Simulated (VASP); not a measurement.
A run of VASP 6.6.1 is set up as follows.

The input INCAR:

```
SYSTEM = HfB2
PREC = Accurate
ENCUT = 520
EDIFF = 1E-8
ISMEAR = -1
SIGMA = 0.05
LREAL = .FALSE.
LASPH = .TRUE.
NELM = 80
ALGO = Normal
ISIF = 2
LWAVE = .FALSE.
LCHARG = .FALSE.
GGA = PS
LEFG = .TRUE.
NBANDS = 15
```

File KPOINTS:

```
Automatic mesh
0
G
  13 13 11
  0 0 0
```

File POSCAR:

```
HfB2
1.0
    3.1400001005      0.0000000000      0.0000000000
   -1.5700000503      2.7193198549      0.0000000000
    0.0000000000      0.0000000000      3.5844000000
Hf B
1 2
Direct
    0.0000000000      0.0000000000      0.0000000000
    0.3333333333      0.6666666667      0.5000000000
    0.6666666667      0.3333333333      0.5000000000
```

Potentials or basis: VASP PAW PBE potentials, release 64 (Hf_pv, B).

Command:

```console
$ cat potpaw_PBE.64/Hf_pv/POTCAR potpaw_PBE.64/B/POTCAR > POTCAR
$ mpirun -np 1 vasp_std > vasp.out
```

Q: Estimate the pressure.

A: -10.7 GPa.

Q: Predict the band gap on the k mesh.

A: Zero (band 8 reaches 8.19 eV, above the bottom of band 9 at 6.89 eV).

Stress tensor (GPa, compression positive):
```
 -7.31   0.00   0.00
  0.00  -7.31   0.00
  0.00   0.00 -17.54
```

Caveat: the cell differs from its parent crystal (zz strain of +3 %); without QUAD_EFG the Cq values of the log hold for a quadrupole moment of 1 mb, not for the nuclei; the PAW data sets were made with another functional, which shifts forces and pressure a little; spin-orbit coupling is left out, which moves the levels of the heavy elements.
